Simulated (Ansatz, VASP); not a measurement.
## One calculation of Os, two programs

Contents of INCAR:

```
PREC = Accurate
ENCUT = 600
EDIFF = 1E-6
ISMEAR = 0
SIGMA = 0.1
LREAL = F
LASPH = T
NELM = 100
ALGO = Fast
ISIF = 3
LWAVE = F
LCHARG = F
GGA = PE
IBRION = 2
NSW = 100
EDIFFG = -0.01
```

KPOINTS

```
regular mesh
0
Gamma
  28 28 28
```

The input POSCAR:

```
Os
1.0
   -1.3689224002      1.3689224002      1.9138606796
    1.3689224002     -1.3689224002      1.9138606796
    1.3689224002      1.3689224002     -1.9138606796
Os
1
Direct
    0.5000000000      0.5000000000      0.0000000000
```

Input for Ansatz:

```yaml
crystal:
  lattice:
    - [-1.3689224002, 1.3689224002, 1.9138606796]
    - [1.3689224002, -1.3689224002, 1.9138606796]
    - [1.3689224002, 1.3689224002, -1.9138606796]
  atoms:
    - { symbol: Os, position: [0.5, 0.5, 0.0] }
basis:
  ecutwfc: 420
kpoints:
  mp_grid: { grid: [28, 28, 28] }
hamiltonian:
  xc: pbe
scf:
  occupations: { method: gaussian, width: 0.1 }
output:
  forces: true
  stress: true
  eigenvalues: true
relax:
  adjacent_minimum: "off"
  f_tol: 0.01
  max_steps: 80
  cell: { stress_tol: 0.05 }
```

Alike in both runs: task relaxation of cell and atoms; functional PBE; k mesh 28 × 28 × 28; occupations gaussian, width 0.1 eV; no spin polarisation.

|  | VASP | Ansatz |
| --- | --- | --- |
| version | VASP 6.6.1 | Ansatz 0.2.0 |
| potentials or method | VASP PAW PBE potentials, release 64 (Os), cutoff 600 eV | scalar-relativistic, plane waves, PAW |
| valence electrons in the cell | 8 | 16 |

|  | VASP | Ansatz | Ansatz less VASP |
| --- | --- | --- | --- |
| gap on the k mesh at the Fermi level, each at its own relaxed structure (eV) | none | none | - |
| relaxed volume (Å³/atom) | 14.33 | 14.33 | -0.001 |
| relaxed length of the cell vector where the two differ most in proportion (Å) | 2.727 | 2.726 | 0.0000 |

A gap of «none» marks a metal or a gap that the smearing closes. VASP's potentials hold 8 valence electrons a cell and Ansatz's 16, so a difference there can come from the potentials and not from the codes.

Spin-orbit coupling is off throughout.
